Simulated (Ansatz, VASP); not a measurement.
## Two plane-wave programs on Ir

INCAR

```
SYSTEM = Ir
  PREC = Accurate
  ENCUT = 520
  EDIFF = 1E-7
  ISMEAR = 0
  SIGMA = 0.15
  LREAL = .False.
  LASPH = .True.
  NELM = 100
  ALGO = Fast
  ISIF = 2
  LWAVE = .False.
  LCHARG = .False.
  NBANDS = 10
```

File KPOINTS:

```
regular mesh
0
Gamma
  20 20 20
  0 0 0
```

File POSCAR:

```
Ir
1.0
   -0.1047972669      1.9054048527      1.9054048527
    1.8006075858      0.0000000000      1.8006075858
    1.9054048527      1.9054048527     -0.1047972669
Ir
1
Direct
    0.0000000000      0.0000000000      0.0000000000
```

Input for Ansatz:

```yaml
crystal:
  lattice:
    - [-0.1047972669, 1.9054048527, 1.9054048527]
    - [1.8006075858, 0.0, 1.8006075858]
    - [1.9054048527, 1.9054048527, -0.1047972669]
  atoms:
    - { symbol: Ir, position: [0.0, 0.0, 0.0] }
basis:
  ecutwfc: 420
kpoints:
  mp_grid: { grid: [20, 20, 20] }
hamiltonian:
  xc: lda
scf:
  occupations: { method: gaussian, width: 0.15 }
output:
  forces: true
  stress: true
  eigenvalues: true
```

Change from the starting cell: engineering shear strain xz -0.1100, engineering shear strain yz +0.0000.

Alike in both runs: task single point; functional LDA; k mesh 20 × 20 × 20; occupations gaussian, width 0.15 eV; no spin polarisation.

```csv
,VASP,Ansatz
version,VASP 6.6.1,Ansatz 0.2.0
potentials or method,"VASP PAW LDA potentials, release 64 (Ir), cutoff 520 eV","scalar-relativistic, plane waves, PAW"
valence electrons in the cell,9,17
```

|  | VASP | Ansatz | Ansatz less VASP |
| --- | --- | --- | --- |
| gap on the k mesh at the Fermi level (eV) | none | none | - |
| pressure (GPa) | 9.5 | 6.7 | -2.84 |
| traceless stress, the component that is largest in VASP (GPa) | 32.84 | 32.60 | -0.243 |

LDA's correlation is that of Perdew and Zunger in VASP and of Perdew and Wang (1992) in Ansatz. A gap of «none» marks a metal or a gap that the smearing closes. VASP's potentials hold 9 valence electrons a cell and Ansatz's 17, so a difference there can come from the potentials and not from the codes.

Neither program's run includes spin-orbit coupling.
